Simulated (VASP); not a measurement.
# Ge (Cccm) in VASP: single point with PBE

Aim: the single point of Ge with PBE.

All numbers are computed with VASP 6.6.1; they aren't measurements. Logs are shortened: lines on timing, memory, paths and dates and some standing lists are left out, and cuts for length are marked.

### Step 1. The cell of the first run

The structure is orthorhombic, space group Cccm (No. 66). The conventional cell has a = 4.699 Å, b = 8.948 Å, c = 7.508 Å, α = 90.00°, β = 90.00°, γ = 90.00°. Ge (site symmetry 222) has 4 Ge at 2.50 Å within 3.3 Å. Within 3.3 Å of Ge (site symmetry m) lie 5 Ge at 2.50 to 3.30 Å.

### Step 2. Single point, PBE

INCAR reads:

```
SYSTEM = Ge
PREC = Accurate
ENCUT = 520
EDIFF = 1E-6
ISMEAR = 0
SIGMA = 0.1
LREAL = .FALSE.
LASPH = .TRUE.
NELM = 100
ALGO = Normal
ISIF = 2
LWAVE = .FALSE.
LCHARG = .FALSE.
GGA = PE
NBANDS = 51
```

KPOINTS reads:

```
Automatic mesh
0
G
  4 4 4
  0 0 0
```

POSCAR reads:

```
Ge
1.0
    2.3497182811     -4.4741178938      0.0000000000
    2.3497182811      4.4741178938      0.0000000000
    0.0000000000      0.0000000000      7.5077697280
Ge
6
Direct
    0.5000000000      0.5000000000      0.2500000000
    0.5000000000      0.5000000000      0.7500000000
    0.3214216477      0.1074767819      0.0000000000
    0.6785783523      0.8925232181      0.0000000000
    0.1074767819      0.3214216477      0.5000000000
    0.8925232181      0.6785783523      0.5000000000
```

Potentials or basis: VASP PAW PBE potentials, release 64 (Ge_d).

Launch:

```console
> cat potpaw_PBE.64/Ge_d/POTCAR > POTCAR
> mpirun -np 1 vasp_std > vasp.out
```

OUTCAR:

```text
SYSTEM = Ge
   PREC = Accurate
   ENCUT = 520
   EDIFF = 1E-6
   ISMEAR = 0
   LREAL = .FALSE.
   LASPH = .TRUE.
   NELM = 100
   ISIF = 2
   GGA = PE

 ion  position               nearest neighbor table
   1  0.500  0.500  0.250-   3 2.50   4 2.50   5 2.50   6 2.50
   2  0.500  0.500  0.750-   3 2.50   4 2.50   5 2.50   6 2.50
   3  0.321  0.107  0.000-   1 2.50   2 2.50   4 2.58   4 2.78
   4  0.679  0.893  0.000-   1 2.50   2 2.50   3 2.58   3 2.78
   5  0.107  0.321  0.500-   1 2.50   2 2.50   6 2.58   6 2.78
   6  0.893  0.679  0.500-   1 2.50   2 2.50   5 2.58   5 2.78

  LATTYP: Found a base centered orthorhombic cell.
 ALAT       =     4.6994365622
 B/A-ratio  =     1.9041082200
 C/A-ratio  =     1.5975893341

  Lattice vectors:

 A1 = (   2.3497182811,  -4.4741178938,   0.0000000000)
 A2 = (   2.3497182811,   4.4741178938,   0.0000000000)
 A3 = (   0.0000000000,   0.0000000000,   7.5077697280)

Analysis of symmetry for initial positions (statically):
=====================================================================
 Subroutine PRICEL returns:
 Original cell was already a primitive cell.

 Routine SETGRP: Setting up the symmetry group for a
 base centered orthorhombic supercell.

 Subroutine GETGRP returns: Found  8 space group operations
 (whereof  4 operations were pure point group operations)
 out of a pool of  8 trial point group operations.

The static configuration has the point symmetry C_2h.
 The point group associated with its full space group is D_2h.

Analysis of symmetry for dynamics (positions and initial velocities):
=====================================================================
 Subroutine PRICEL returns:
 Original cell was already a primitive cell.

 Routine SETGRP: Setting up the symmetry group for a
 base centered orthorhombic supercell.

 Subroutine GETGRP returns: Found  8 space group operations
 (whereof  4 operations were pure point group operations)
 out of a pool of  8 trial point group operations.

The dynamic configuration has the point symmetry C_2h.
 The point group associated with its full space group is D_2h.

 Subroutine INISYM returns: Found  8 space group operations
 (whereof  4 operations are pure point group operations),
 and found     1 'primitive' translations

----------------------------------------------------------------------------------------

                                     Primitive cell

[... 95 lines left out ...]
   LREAL  =      F    real-space projection
   EDIFFG = 0.1E-04   stopping-criterion for IOM
   NSW    =      0    number of steps for IOM
   IBRION =     -1    ionic relax: 0-MD 1-quasi-New 2-CG
   NFREE  =      0    steps in history (QN), initial steepest desc. (CG)
   ISIF   =      2    stress and relaxation
   ISYM   =      2    0-nonsym 1-usesym 2-fastsym
   POTIM  = 0.5000    time-step for ionic-motion
   TEBEG  =    0.0;   TEEND  =   0.0 temperature during run
   PSTRESS=    0.0 pullay stress
   NELECT =      84.0000    total number of electrons
   NUPDOWN=      -1.0000    fix difference up-down
   EMIN   =  10.00;   EMAX   =-10.00  energy-range for DOS
   EFERMI =   0.00;   METHOD = LEGACY
   ISMEAR =     0;   SIGMA  =   0.10  broadening in eV -4-tet -1-fermi 0-gaus
   EFERMI_NEDOS =   21; number of points for ismear=-14 and -15
   IALGO  =     38    algorithm
   IMIX   =      4    mixing-type and parameters
     AMIX     =   0.40;   BMIX     =  1.00
     AMIX_MAG =   1.60;   BMIX_MAG =  1.00
  volume/ion in A,a.u.               =      26.31       177.55
  Fermi-wavevector in a.u.,A,eV,Ry     =   1.326620  2.506948 23.945174  1.759921
  Thomas-Fermi vector in A             =   2.455993
   LORBIT       =      0    0 simple, 1 ext, 2 COOP (PROOUT), +10 PAW based schemes
   GGA     = PE    functional components
   LHFCALC =     F    Hartree Fock is set to
   AEXX    =    0.0000 exact exchange contribution
   IVDW    =     0    specifies the selected vdW correction
   LEPSILON=     F    determine dielectric tensor
   LRPA    =     F    only Hartree local field effects (RPA)
 non-spin polarized calculation
 Gauss-broadening in eV      SIGMA  =   0.10
  energy-cutoff  :      520.00
  volume of cell :      157.86
 maximum number of plane-waves:      4284
 NGX is ok and might be reduce to    40
   NGX = 19   NGY = 19   NGZ = 27

 number of electron      83.9999933 magnetization

 Free energy of the ion-electron system (eV)
  ---------------------------------------------------
  ext. energy  EPLUGINS =         0.00000000
  ---------------------------------------------------
  free energy    TOTEN  =       -25.26821091 eV

  energy without entropy =      -25.24315991  energy(sigma->0) =      -25.25568541

 E-fermi :   3.5521     XC(G=0):  -9.2083

 val. band max:        3.5448988802   @ k =   0.5000   0.2500   0.5000
 cond. band min:       3.5649846418   @ k =   0.2500   0.0000   0.2500
 fundamental gap:      0.0200857616
 Fermi energy:         3.5521454010

 k-point     1 :       0.0000    0.0000    0.0000
  band No.  band energies     occupation
      1     -21.1386      2.00000
      2     -21.1308      2.00000
      3     -21.1289      2.00000
      4     -21.1005      2.00000
      5     -21.0933      2.00000
      6     -21.0777      2.00000
[... 1123 lines left out ...]
     50       7.4912      0.00000
     51       8.6812      0.00000

------------------------ aborting loop because EDIFF is reached ----------------------------------------

  FORCE on cell =-STRESS in cart. coord.  units (eV):
  Direction    XX          YY          ZZ          XY          YZ          ZX
  --------------------------------------------------------------------------------------
  -------------------------------------------------------------------------------------
  Total       -0.0836775      0.1385494     -0.0331144      0.0000000      0.0000000      0.0000000
  in kB       -0.8492887      1.4062132     -0.3360957      0.0000000      0.0000000      0.0000000
  external PRESSURE =       0.0736096 kB  Pullay stress =       0.0000000 kB

 VOLUME and BASIS-vectors are now :
 -----------------------------------------------------------------------------
  energy-cutoff  :      520.00
  volume of cell :      157.86
      direct lattice vectors                 reciprocal lattice vectors
     2.349718281 -4.474117894  0.000000000     0.212791467 -0.111753872  0.000000000
     2.349718281  4.474117894  0.000000000     0.212791467  0.111753872  0.000000000
     0.000000000  0.000000000  7.507769728     0.000000000  0.000000000  0.133195348

 POSITION                                       TOTAL-FORCE (eV/Angst)
 -----------------------------------------------------------------------------------
      2.34972      0.00000      1.87694         0.000000      0.000000     -0.000000
      2.34972      0.00000      5.63083         0.000000      0.000000      0.000000
      1.00779     -0.95721      0.00000         0.000237      0.004878      0.000000
      3.69165      0.95721      0.00000        -0.000237     -0.004878      0.000000
      1.00779      0.95721      3.75388         0.000237     -0.004878      0.000000
      3.69165     -0.95721      3.75388        -0.000237      0.004878      0.000000
 -----------------------------------------------------------------------------------
    total drift:                               -0.000000     -0.000000      0.000000

  FREE ENERGIE OF THE ION-ELECTRON SYSTEM (eV)
  ---------------------------------------------------
  free  energy   TOTEN  =       -25.2682109090 eV

  energy  without entropy=      -25.2431599094  energy(sigma->0) =      -25.25568541
```

OSZICAR:

```text
N       E                     dE             d eps       ncg     rms          rms(c)
DAV:   1     0.905405987684E+03    0.90541E+03   -0.41065E+04  2493   0.432E+03
DAV:   2     0.145912874132E+03   -0.75949E+03   -0.73962E+03  2142   0.988E+02
DAV:   3    -0.129169372192E+02   -0.15883E+03   -0.15587E+03  2349   0.244E+02
DAV:   4    -0.252236136363E+02   -0.12307E+02   -0.12085E+02  2494   0.752E+01
DAV:   5    -0.255559234902E+02   -0.33231E+00   -0.33181E+00  2420   0.142E+01    0.459E+00
DAV:   6    -0.253334663373E+02    0.22246E+00   -0.22443E-01  3278   0.129E+01    0.265E+00
DAV:   7    -0.252610793419E+02    0.72387E-01   -0.33171E-01  2833   0.557E+00    0.391E-01
DAV:   8    -0.252661363599E+02   -0.50570E-02   -0.83238E-02  2481   0.679E+00    0.220E-01
DAV:   9    -0.252672038148E+02   -0.10675E-02   -0.93612E-03  2916   0.381E+00    0.116E-01
DAV:  10    -0.252680712648E+02   -0.86745E-03   -0.60798E-03  2465   0.705E-01    0.417E-02
DAV:  11    -0.252682040979E+02   -0.13283E-03   -0.51650E-04  2371   0.344E-01    0.157E-02
DAV:  12    -0.252682012594E+02    0.28385E-05   -0.64069E-05  2716   0.248E-01    0.679E-03
DAV:  13    -0.252682101580E+02   -0.88986E-05   -0.39870E-05  2914   0.526E-02    0.309E-03
DAV:  14    -0.252682112869E+02   -0.11289E-05   -0.91057E-06  2540   0.107E-01    0.205E-03
DAV:  15    -0.252682109090E+02    0.37798E-06   -0.93930E-07  1315   0.472E-02
   1 F= -.25268211E+02 E0= -.25255685E+02  d E =-.250510E-01
```

Wall time 3 min (1 thread of Intel Xeon Platinum 8488C (Sapphire Rapids), shared host); peak memory 0.33 GiB.

What came out:

```
Free energy            : -25.2682 eV
Pressure               : 0.0 GPa
Largest force          : 0.005 eV/Å
Band gap on the k mesh : zero (band 42 reaches 3.73 eV, above the bottom of band 43 at 3.34 eV)
```

Forces in eV/Å, atoms in the order of the input:
```
Ge   0.000  0.000  0.000
Ge   0.000  0.000  0.000
Ge   0.000  0.005  0.000
Ge   0.000 -0.005  0.000
Ge   0.000 -0.005  0.000
Ge   0.000  0.005  0.000
```

Caveat: the k points lie up to 0.38 Å⁻¹ apart.
